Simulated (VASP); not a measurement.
Runs of VASP 6.6.1 on Pb. The structure is that of space group Fm-3m (No. 225), or close to it. The cells are those of the table. 

| cell | gap on the mesh (eV) | pressure (GPa) |
| --- | --- | --- |
| a = 3.655 Å, angles 60.0°, 1 atom | none | -1.2 |
| a = 3.701 Å, angles 60.0°, 1 atom | none | (a) |
| a = 3.746 Å, angles 60.0°, 1 atom | none | (b) |
| a = 3.558 Å, angles 60.0°, 1 atom | none | 1.6 |
| a = 3.508 Å, angles 60.0°, 1 atom | none | 3.6 |
| a = 3.607 Å, angles 60.0°, 1 atom | none | 0.1 |
| a = 3.457 Å, angles 60.0°, 1 atom | none | 6.1 |

Alike in all rows: task single point; level RPBE; potentials or basis VASP PAW PBE potentials, release 64 (Pb_d); no spin polarisation; k mesh 17 × 17 × 17; cutoff (eV) 520; smearing fermi-dirac 0.1 eV.

Q: Fill in the values left out.

A: (a) -2.2; (b) -3.0.

Caveats: the PAW data sets were made with another functional, which shifts forces and pressure a little; spin-orbit coupling is left out, which moves the levels of the heavy elements.

A k mesh can miss the band edges, and the runs leave out spin-orbit coupling on Pb.

A gap of «none» marks levels without a gap at the run's occupations.
